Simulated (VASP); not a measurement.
# BP (F-43m) in VASP: vibrations by perturbation theory with LDA

Aim: the vibrations by perturbation theory of BP with LDA.

Everything below comes from runs of VASP 6.6.1. Logs are shortened: lines on timing, memory, paths and dates and some standing lists are left out, and cuts for length are marked.

### Step 1. The cell of the first run

Symmetry: F-43m, No. 216, cubic system. Conventional cell: a = 4.500 Å, b = 4.500 Å, c = 4.500 Å, α = 90.00°, β = 90.00°, γ = 90.00°. Within 2.6 Å of B (site symmetry -43m) lie 4 P at 1.95 Å. P (site symmetry -43m) has 4 B at 1.95 Å within 2.6 Å.

### Step 2. Vibrations by perturbation theory, LDA

Input file INCAR:

```
  PREC = Accurate
  ENCUT = 500
  EDIFF = 1E-8
  ISMEAR = 0
  SIGMA = 0.01
  LREAL = False
  LASPH = True
  NELM = 120
  ALGO = Normal
  ISIF = 2
  LWAVE = False
  LCHARG = False
  NBANDS = 11
  IBRION = 8
  NSW = 1
  GGA_COMPAT = False
```

Input file KPOINTS:

```
regular mesh
0
Gamma
  4 4 4
```

Input file POSCAR:

```
BP
1.0
    0.0000000000      2.2500033761      2.2500033761
    2.2500033761      0.0000000000      2.2500033761
    2.2500033761      2.2500033761      0.0000000000
B P
1 1
Direct
    0.0000000000      0.0000000000      0.0000000000
    0.2500000000      0.2500000000      0.2500000000
```

Potentials or basis: VASP PAW LDA potentials, release 64 (B, P).

Run with:

```bash
$ cat potpaw_LDA.64/B/POTCAR potpaw_LDA.64/P/POTCAR > POTCAR
$ mpirun -np 1 vasp_std > vasp.out
```

OUTCAR:

```text
PREC = Accurate
   ENCUT = 500
   EDIFF = 1E-8
   ISMEAR = 0
   LREAL = False
   LASPH = True
   NELM = 120
   ISIF = 2
   IBRION = 8
   NSW = 1

 ion  position               nearest neighbor table
   1  0.000  0.000  0.000-   2 1.95   2 1.95   2 1.95   2 1.95
   2  0.250  0.250  0.250-   1 1.95   1 1.95   1 1.95   1 1.95

  LATTYP: Found a face centered cubic cell.
 ALAT       =     4.5000067522

  Lattice vectors:

 A1 = (   0.0000000000,   2.2500033761,   2.2500033761)
 A2 = (   2.2500033761,   0.0000000000,   2.2500033761)
 A3 = (   2.2500033761,   2.2500033761,   0.0000000000)

Analysis of symmetry for initial positions (statically):
=====================================================================
 Subroutine PRICEL returns:
 Original cell was already a primitive cell.

 Routine SETGRP: Setting up the symmetry group for a
 face centered cubic supercell.

 Subroutine GETGRP returns: Found 24 space group operations
 (whereof 24 operations were pure point group operations)
 out of a pool of 48 trial point group operations.

The static configuration has the point symmetry T_d .

Analysis of symmetry for dynamics (positions and initial velocities):
=====================================================================
 Subroutine PRICEL returns:
 Original cell was already a primitive cell.

 Routine SETGRP: Setting up the symmetry group for a
 face centered cubic supercell.

 Subroutine GETGRP returns: Found 24 space group operations
 (whereof 24 operations were pure point group operations)
 out of a pool of 48 trial point group operations.

The dynamic configuration has the point symmetry T_d .

 Subroutine INISYM returns: Found 24 space group operations
 (whereof 24 operations are pure point group operations),
 and found     1 'primitive' translations

----------------------------------------------------------------------------------------

[... 252 lines left out ...]
  external PRESSURE =      -0.9056389 kB  Pullay stress =       0.0000000 kB

 VOLUME and BASIS-vectors are now :
 -----------------------------------------------------------------------------
  energy-cutoff  :      500.00
  volume of cell :       22.78
      direct lattice vectors                 reciprocal lattice vectors
     0.000000000  2.250003376  2.250003376    -0.222221889  0.222221889  0.222221889
     2.250003376  0.000000000  2.250003376     0.222221889 -0.222221889  0.222221889
     2.250003376  2.250003376  0.000000000     0.222221889  0.222221889 -0.222221889

 POSITION                                       TOTAL-FORCE (eV/Angst)
 -----------------------------------------------------------------------------------
      0.00000      0.00000      0.00000         0.000000      0.000000      0.000000
      1.12500      1.12500      1.12500        -0.000000     -0.000000     -0.000000
 -----------------------------------------------------------------------------------
    total drift:                                0.000000      0.000000      0.000000

  FREE ENERGIE OF THE ION-ELECTRON SYSTEM (eV)
  ---------------------------------------------------
  free  energy   TOTEN  =       -14.2217569274 eV

  energy  without entropy=      -14.2217569274  energy(sigma->0) =      -14.22175693

[... ionic steps 2 to 3 ...]

--------------------------------------- Ionic step        4  -------------------------------------------

------------------------ aborting loop because EDIFF is reached ----------------------------------------

[... ionic steps 5 to 6 ...]

--------------------------------------- Ionic step        7  -------------------------------------------

 Free energy of the ion-electron system (eV)
  ---------------------------------------------------
  ---------------------------------------------------
  free energy    TOTEN  =        -0.04133324 eV

  energy without entropy =       -0.04133324

------------------------ aborting loop because EDIFF is reached ----------------------------------------

 INTERNAL STRAIN TENSOR  FOR ION    2  DIRECTION 1   (eV/Angst):
 -----------------------------------------------------------------------------
    -0.01631  0.00000  0.00000
     0.00000  0.01096 -6.85580
    -0.00000 -6.85580  0.01096

 INTERNAL STRAIN TENSOR FOR ION    2 for displacements in x,y,z  (eV/Angst):
          X           Y           Z          XY          YZ          ZX
  --------------------------------------------------------------------------------
  x    -0.00000     0.00000     0.00000     0.00000    -6.85580     0.00000
  y    -0.00000    -0.00000    -0.00000     0.00000     0.00000    -6.85580
  z     0.00000     0.00000    -0.00000    -6.85580     0.00000     0.00000

 SECOND DERIVATIVES (NOT SYMMETRIZED)
 ------------------------------------
               1X          1Y          1Z          2X          2Y          2Z
  1X   -20.285701    0.000000    0.000000   20.285701    0.000000    0.000000
  1Y     0.000000  -20.285701    0.000000    0.000000   20.285701    0.000000
  1Z     0.000000    0.000000  -20.285701    0.000000    0.000000   20.285701
  2X    20.295317    0.000000    0.000000  -20.295317    0.000000    0.000000
  2Y     0.000000   20.295317    0.000000    0.000000  -20.295317    0.000000
  2Z     0.000000    0.000000   20.295317    0.000000    0.000000  -20.295317

 Eigenvectors and eigenvalues of the dynamical matrix
 ----------------------------------------------------

   1 f  =   24.874307 THz   156.289881 2PiTHz  829.717575 cm-1   102.871822 meV
             X         Y         Z           dx          dy          dz
      0.000000  0.000000  0.000000     0.860918   -0.000000    0.000000
      1.125002  1.125002  1.125002    -0.508744    0.000000    0.000000
[... 21 lines left out ...]
   6 f/i=    0.002582 THz     0.016221 2PiTHz    0.086113 cm-1     0.010677 meV
             X         Y         Z           dx          dy          dz
      0.000000  0.000000  0.000000    -0.034686    0.441118    0.251062
      1.125002  1.125002  1.125002    -0.058697    0.746479    0.424857

--------------------------------------------------------------------------------------------------------

 ELASTIC MODULI CONTR FROM IONIC RELAXATION (kBar)
 Direction    XX          YY          ZZ          XY          YZ          ZX
 --------------------------------------------------------------------------------
 XX          -0.0000      0.0000      0.0000      0.0000     -0.0000     -0.0000
 YY           0.0000     -0.0000     -0.0000      0.0000      0.0000     -0.0000
 ZZ           0.0000     -0.0000     -0.0000     -0.0000      0.0000     -0.0000
 XY           0.0000      0.0000     -0.0000   -173.0702     -0.0000      0.0000
 YZ          -0.0000      0.0000      0.0000     -0.0000   -173.0702     -0.0000
 ZX          -0.0000     -0.0000     -0.0000      0.0000     -0.0000   -173.0702
 --------------------------------------------------------------------------------
```

Run time: 6 s. Hardware: 1 thread of Intel Xeon 6975P-C (Granite Rapids), shared host; peak memory 0.14 GiB.

What came out:

| Item | Value |
| --- | --- |
| Highest phonon frequency at Γ, LO-TO splitting left out | 830 cm⁻¹ |

Phonon frequencies in cm⁻¹ (negative: imaginary):
```
              q point        frequencies
(0.000, 0.000, 0.000)  0 0 0 830 830 830
```

Caveat: the k points lie up to 0.60 Å⁻¹ apart.
